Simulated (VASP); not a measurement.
MgO (rocksalt type):

```
Mg O
1.0
     0.00000    2.15443    2.15443
     2.15443    0.00000    2.15443
     2.15443    2.15443    0.00000
Mg O
1 1
Direct
  0.00000 0.00000 0.00000
  0.50000 0.50000 0.50000
```

```yaml
Program: VASP 6.6.1
Task: relaxation of cell and atoms
Functional: r2SCAN
Potentials_or_basis: VASP PAW PBE potentials, release 64 (Mg_sv, O)
Cutoff: 920 eV
k_mesh: 15 × 15 × 15
Occupations: fermi-dirac, width 0.05 eV
Spin: no spin polarisation
```

At the start: pressure -10.0 GPa; volume 10.00 Å³/atom.

**Question.** Where does the relaxation end?

**Answer.** Over 5 steps the energy falls by 22.1 meV/atom and the volume is 9.32 Å³/atom (-6.8 %); space group Fm-3m (No. 225, to 0.1 Å) before and after.

The path:
```csv
step,energy change (eV),largest force (eV/Å),pressure (GPa),volume (Å³)
1,0.0000,0.0000,-9.99,20.00
2,-0.0396,0.0000,3.64,18.25
3,-0.0442,0.0000,-0.13,18.65
4,-0.0442,0.0000,0.10,18.62
5,-0.0442,0.0000,-0.03,18.64
```

Final structure:
```cif
data_structure
_symmetry_space_group_name_H-M 'P 1'
_symmetry_Int_Tables_number 1
_cell_length_a 2.9761
_cell_length_b 2.9761
_cell_length_c 2.9761
_cell_angle_alpha 60.000
_cell_angle_beta 60.000
_cell_angle_gamma 60.000
_cell_volume 18.64
loop_
_atom_site_label
_atom_site_type_symbol
_atom_site_fract_x
_atom_site_fract_y
_atom_site_fract_z
_atom_site_occupancy
Mg1 Mg 0.00000 0.00000 0.00000 1
O1 O 0.50000 0.50000 0.50000 1
```

Caveat: the PAW data sets were made with another functional, which shifts forces and pressure a little.
